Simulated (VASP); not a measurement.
# MnCo2 in VASP: single point with PBE

Aim: the single point of MnCo2 with PBE.

Program: VASP 6.6.1. These are calculated values, not measurements. Logs are shortened: lines on timing, memory, paths and dates and some standing lists are left out, and cuts for length are marked.

**1. The cell of the first run**

The typed cell holds 3 atoms: a = 2.928 Å, b = 2.928 Å, c = 4.618 Å, α = 90.00°, β = 90.00°, γ = 120.00°.

**2. Single point, PBE, non-collinear spin, typed start, spin-orbit coupling**

Input file INCAR:

```
PREC = Accurate ; ENCUT = 520
EDIFF = 1E-6 ; ISMEAR = -1
SIGMA = 0.1 ; LREAL = F
LASPH = T ; NELM = 150
ALGO = Normal ; ISIF = 2
LWAVE = F ; LCHARG = F
MAGMOM = 0 0 4.5 0 0 3 0 0 3 ; LORBIT = 11
LSORBIT = T ; GGA_COMPAT = F
LORBMOM = T ; LMAXMIX = 4
GGA = PE ; NBANDS = 44
```

Input file KPOINTS:

```
regular mesh
0
Gamma
  9 9 5
```

Input file POSCAR:

```
MnCo2
1.0
    2.9278181700      0.0000000000      0.0000000000
   -1.4639085800      2.5355650500      0.0000000000
    0.0000000000      0.0000000000      4.6184094600
Mn Co
1 2
Direct
    0.0000000000      0.0000000000      0.5000000000
    0.6667000000      0.3333000000      0.2456000000
    0.3333000000      0.6667000000      0.7544000000
```

Potentials or basis: VASP PAW PBE potentials, release 64 (Mn_pv, Co).

Run with:

```sh
$ cat potpaw_PBE.64/Mn_pv/POTCAR potpaw_PBE.64/Co/POTCAR > POTCAR
$ mpirun -np 1 vasp_ncl > vasp.out
```

OUTCAR:

```text
PREC = Accurate
   ENCUT = 520
   EDIFF = 1E-6
   ISMEAR = -1
   LREAL = F
   LASPH = T
   NELM = 150
   ISIF = 2
   LORBIT = 11
   LSORBIT = T
   GGA = PE

 ion  position               nearest neighbor table
   1  0.000  0.000  0.500-   2 2.06   3 2.06   3 2.06   2 2.06   2 2.06   3 2.06
   2  0.667  0.333  0.246-   1 2.06   1 2.06   1 2.06   3 2.83   3 2.83   3 2.83   3 2.89   3 2.89
                             3 2.89
   3  0.333  0.667  0.754-   1 2.06   1 2.06   1 2.06   2 2.83   2 2.83   2 2.83   2 2.89   2 2.89
                             2 2.89

  LATTYP: Found a hexagonal cell.
 ALAT       =     2.9278181700
 C/A-ratio  =     1.5774235939

  Lattice vectors:

 A1 = (   2.9278181700,   0.0000000000,   0.0000000000)
 A2 = (  -1.4639085800,   2.5355650500,   0.0000000000)
 A3 = (   0.0000000000,   0.0000000000,   4.6184094600)

Analysis of symmetry for initial positions (statically):
=====================================================================
 Subroutine PRICEL returns:
 Original cell was already a primitive cell.

 Routine SETGRP: Setting up the symmetry group for a
 hexagonal supercell.

 Subroutine GETGRP returns: Found  4 space group operations
 (whereof  4 operations were pure point group operations)
 out of a pool of 24 trial point group operations.

The static configuration has the point symmetry C_2h.

Analysis of symmetry for dynamics (positions and initial velocities):
=====================================================================
 Subroutine PRICEL returns:
 Original cell was already a primitive cell.

 Routine SETGRP: Setting up the symmetry group for a
 hexagonal supercell.

 Subroutine GETGRP returns: Found  4 space group operations
 (whereof  4 operations were pure point group operations)
 out of a pool of 24 trial point group operations.

The dynamic configuration has the point symmetry C_2h.

Analysis of structural, dynamic, and magnetic symmetry:
=====================================================================
 Subroutine PRICEL returns:
 Original cell was already a primitive cell.

 Routine SETGRP: Setting up the symmetry group for a
 hexagonal supercell.

 Subroutine GETGRP returns: Found  2 space group operations
 (whereof  2 operations were pure point group operations)
 out of a pool of 24 trial point group operations.

The overall configuration has the point symmetry S_2 .

 Subroutine INISYM returns: Found  2 space group operations
 (whereof  2 operations are pure point group operations),
 and found     1 'primitive' translations

----------------------------------------------------------------------------------------

                                     Primitive cell

  volume of cell :      34.2856

  direct lattice vectors                    reciprocal lattice vectors
     2.927818170  0.000000000  0.000000000     0.341551265  0.197194636  0.000000000
    -1.463908580  2.535565050  0.000000000     0.000000000  0.394389408  0.000000000
     0.000000000  0.000000000  4.618409460     0.000000000  0.000000000  0.216524760

  length of vectors
     2.927818170  2.927818036  4.618409460     0.394389390  0.394389408  0.216524760

  position of ions in fractional coordinates (direct lattice)
     0.000000000  0.000000000  0.500000000
     0.666700000  0.333300000  0.245600000
     0.333300000  0.666700000  0.754400000

  ion indices of the primitive-cell ions
   primitive index   ion index
                 1           1
                 2           2
                 3           3

----------------------------------------------------------------------------------------

 KPOINTS: regular mesh

Automatic generation of k-mesh.
 Grid dimensions read from file:
 generate k-points for:    9    9    5

 Generating k-lattice:

  Cartesian coordinates                     Fractional coordinates (reciprocal lattice)
     0.037950141  0.021910515  0.000000000     0.111111111  0.000000000  0.000000000
     0.000000000  0.043821045  0.000000000     0.000000000  0.111111111  0.000000000
     0.000000000  0.000000000  0.043304952     0.000000000  0.000000000  0.200000000

  Length of vectors
     0.043821043  0.043821045  0.043304952

  Shift w.r.t. Gamma in fractional coordinates (k-lattice)
     0.000000000  0.000000000  0.000000000

 Subroutine IBZKPT returns following result:
 ===========================================

 Found    203 irreducible k-points:

 Following reciprocal coordinates:
            Coordinates               Weight
  0.000000  0.000000  0.000000      1.000000
  0.111111  0.000000  0.000000      2.000000
  0.000000  0.111111  0.000000      2.000000
 -0.111111  0.111111  0.000000      2.000000
  0.222222 -0.000000  0.000000      2.000000
  0.000000  0.222222  0.000000      2.000000
[... 42 lines left out ...]
   NFREE  =      0    steps in history (QN), initial steepest desc. (CG)
   ISIF   =      2    stress and relaxation
   ISYM   =      2    0-nonsym 1-usesym 2-fastsym
   POTIM  = 0.5000    time-step for ionic-motion
   TEBEG  =    0.0;   TEEND  =   0.0 temperature during run
   PSTRESS=    0.0 pullay stress
   NELECT =      31.0000    total number of electrons
   NUPDOWN=      -1.0000    fix difference up-down
   EMIN   =  10.00;   EMAX   =-10.00  energy-range for DOS
   EFERMI =   0.00;   METHOD = LEGACY
   ISMEAR =    -1;   SIGMA  =   0.10  broadening in eV -4-tet -1-fermi 0-gaus
   EFERMI_NEDOS =   21; number of points for ismear=-14 and -15
   IALGO  =     38    algorithm
   IMIX   =      4    mixing-type and parameters
     AMIX     =   0.40;   BMIX     =  1.00
     AMIX_MAG =   1.60;   BMIX_MAG =  1.00
  volume/ion in A,a.u.               =      11.43        77.12
  Fermi-wavevector in a.u.,A,eV,Ry     =   1.583039  2.991510 34.096372  2.506013
  Thomas-Fermi vector in A             =   2.682871
   LORBIT       =     11    0 simple, 1 ext, 2 COOP (PROOUT), +10 PAW based schemes
   GGA     = PE    functional components
   LHFCALC =     F    Hartree Fock is set to
   AEXX    =    0.0000 exact exchange contribution
   IVDW    =     0    specifies the selected vdW correction
   LEPSILON=     F    determine dielectric tensor
   LRPA    =     F    only Hartree local field effects (RPA)
  energy-cutoff  :      520.00
  volume of cell :       34.29
 maximum number of plane-waves:      1906
 NGX is ok and might be reduce to    24
   NGX = 11   NGY = 11   NGZ = 17

 number of electron      30.9999996 magnetization       0.0004701      0.0000072      2.6276623

 number of electron      30.9999996 magnetization      -0.0001344      0.0000107      0.0004819

 Free energy of the ion-electron system (eV)
  ---------------------------------------------------
  ext. energy  EPLUGINS =         0.00000000
  ---------------------------------------------------
  free energy    TOTEN  =       -19.61535420 eV

  energy without entropy =      -19.49924139  energy(sigma->0) =      -19.55729780

 E-fermi :   9.8772     XC(G=0): -13.0338

 val. band max:        9.8720497971   @ k =  -0.4444   0.4444   0.4000
 cond. band min:       9.8921358578   @ k =  -0.1111   0.3333   0.4000
 fundamental gap:      0.0200860607
 Fermi energy:         9.8772035928

 k-point     1 :       0.0000    0.0000    0.0000
  band No.  band energies     occupation
      1     -39.5606      1.00000
      2     -39.5602      1.00000
      3     -38.3247      1.00000
      4     -38.3244      1.00000
      5     -38.3114      1.00000
      6     -38.3102      1.00000
[... 1093 lines left out ...]
     42      14.7392      0.00000
     43      15.5671      0.00000

 [... further k-points ...]

 [bands above 43 left out]

------------------------ aborting loop because EDIFF is reached ----------------------------------------

  FORCE on cell =-STRESS in cart. coord.  units (eV):
  Direction    XX          YY          ZZ          XY          YZ          ZX
  --------------------------------------------------------------------------------------
  -------------------------------------------------------------------------------------
  Total        6.8879892      6.8851799      8.3852303     -0.0024359     -0.0015661      0.0027237
  in kB      321.8783372    321.7470548    391.8449782     -0.1138285     -0.0731847      0.1272818
  external PRESSURE =     345.1567901 kB  Pullay stress =       0.0000000 kB

 VOLUME and BASIS-vectors are now :
 -----------------------------------------------------------------------------
  energy-cutoff  :      520.00
  volume of cell :       34.29
      direct lattice vectors                 reciprocal lattice vectors
     2.927818170  0.000000000  0.000000000     0.341551265  0.197194636  0.000000000
    -1.463908580  2.535565050  0.000000000     0.000000000  0.394389408  0.000000000
     0.000000000  0.000000000  4.618409460     0.000000000  0.000000000  0.216524760

 POSITION                                       TOTAL-FORCE (eV/Angst)
 -----------------------------------------------------------------------------------
      0.00000      0.00000      2.30920         0.000000      0.000000      0.000000
      1.46406      0.84510      1.13428        -0.000974      0.000561     -4.482099
     -0.00015      1.69046      3.48413         0.000974     -0.000561      4.482099
 -----------------------------------------------------------------------------------
    total drift:                                0.000000      0.000000      0.000000

  FREE ENERGIE OF THE ION-ELECTRON SYSTEM (eV)
  ---------------------------------------------------
  free  energy   TOTEN  =       -19.6153542041 eV

  energy  without entropy=      -19.4992413894  energy(sigma->0) =      -19.55729780

 orbital moment (x)

 # of ion     p       d       tot
 ----------------------------------------
  1        -0.000   0.000   0.000
  2        -0.000  -0.000  -0.000
  3        -0.000  -0.000  -0.000
 ----------------------------------------
           -0.000  -0.000  -0.000

 orbital moment (y)

 # of ion     p       d       tot
 ----------------------------------------
  1         0.000  -0.000  -0.000
  2         0.000   0.000   0.000
  3         0.000   0.000   0.000
 ----------------------------------------
            0.000   0.000   0.000

 orbital moment (z)

 # of ion     p       d       tot
 ----------------------------------------
  1        -0.000  -0.000  -0.000
  2        -0.000  -0.000  -0.000
  3        -0.000  -0.000  -0.000
 ----------------------------------------
           -0.000  -0.000  -0.000

 Spin-Orbit-Coupling matrix elements

 Ion:    1  E_soc:     -0.0280545
 l=   1
     0.0000000    -0.0037706    -0.0037632
    -0.0037706     0.0000000    -0.0037707
    -0.0037632    -0.0037707     0.0000000
 l=   2
     0.0000000    -0.0001890     0.0000000    -0.0001890    -0.0007647
    -0.0001890     0.0000000    -0.0005040    -0.0001942    -0.0001890
     0.0000000    -0.0005040     0.0000000    -0.0005040     0.0000000
    -0.0001890    -0.0001942    -0.0005040     0.0000000    -0.0001889
    -0.0007647    -0.0001890     0.0000000    -0.0001889     0.0000000
 l=   3
     0.0000000     0.0000000     0.0000000     0.0000000     0.0000000     0.0000000     0.0000000
     0.0000000     0.0000000     0.0000000     0.0000000     0.0000000     0.0000000     0.0000000
     0.0000000     0.0000000     0.0000000     0.0000000     0.0000000     0.0000000     0.0000000
     0.0000000     0.0000000     0.0000000     0.0000000     0.0000000     0.0000000     0.0000000
[... 29 lines left out ...]
 l=   2
     0.0000000    -0.0004701     0.0000000    -0.0004701    -0.0020048
    -0.0004701     0.0000000    -0.0015416    -0.0003717    -0.0004701
     0.0000000    -0.0015416     0.0000000    -0.0015416     0.0000000
    -0.0004701    -0.0003717    -0.0015416     0.0000000    -0.0004701
    -0.0020048    -0.0004701     0.0000000    -0.0004701     0.0000000
 l=   3
     0.0000000     0.0000000     0.0000000     0.0000000     0.0000000     0.0000000     0.0000000
     0.0000000     0.0000000     0.0000000     0.0000000     0.0000000     0.0000000     0.0000000
     0.0000000     0.0000000     0.0000000     0.0000000     0.0000000     0.0000000     0.0000000
     0.0000000     0.0000000     0.0000000     0.0000000     0.0000000     0.0000000     0.0000000
     0.0000000     0.0000000     0.0000000     0.0000000     0.0000000     0.0000000     0.0000000
     0.0000000     0.0000000     0.0000000     0.0000000     0.0000000     0.0000000     0.0000000
     0.0000000     0.0000000     0.0000000     0.0000000     0.0000000     0.0000000     0.0000000

 total charge

# of ion       s       p       d       tot
------------------------------------------
    1        0.536   6.491   5.459  12.486
    2        0.530   0.463   7.518   8.510
    3        0.530   0.463   7.518   8.510
--------------------------------------------------
tot          1.596   7.417  20.494  29.506

 magnetization (x)

# of ion       s       p       d       tot
------------------------------------------
    1        0.000   0.000   0.000   0.000
    2       -0.000  -0.000  -0.000  -0.000
    3       -0.000  -0.000  -0.000  -0.000
--------------------------------------------------
tot         -0.000   0.000  -0.000  -0.000

 magnetization (y)

# of ion       s       p       d       tot
------------------------------------------
    1       -0.000  -0.000  -0.000  -0.000
    2        0.000  -0.000   0.000   0.000
    3        0.000  -0.000   0.000   0.000
--------------------------------------------------
tot          0.000  -0.000   0.000   0.000

 magnetization (z)

# of ion       s       p       d       tot
------------------------------------------
    1        0.000   0.000   0.001   0.001
    2       -0.000  -0.000  -0.000  -0.000
    3       -0.000  -0.000  -0.000  -0.000
--------------------------------------------------
tot          0.000   0.000   0.000   0.000
```

It took 24 min on 1 thread of Oxide Virtual Turin-like, shared host; peak memory 0.52 GiB.

What came out:

* Free energy: -19.6154 eV
* Pressure: 34.5 GPa
* Largest force: 4.482 eV/Å
* Net moment: 0.00 μB per cell
* Valence electrons inside the program's atomic spheres: Mn 12.49; Co 8.51

Forces on the atoms (eV/Å):
```
Mn   0.000  0.000  0.000
Co  -0.001  0.001 -4.482
Co   0.001 -0.001  4.482
```

Moments on the atoms (μB; x, y, z):
```
Mn  0.00 0.00 0.00
Co  0.00 0.00 0.00
Co  0.00 0.00 0.00
```

Caveat: the cell stands under pressure; forces of over 1 eV/Å act on the atoms, so gaps and moduli don't describe the material at rest.
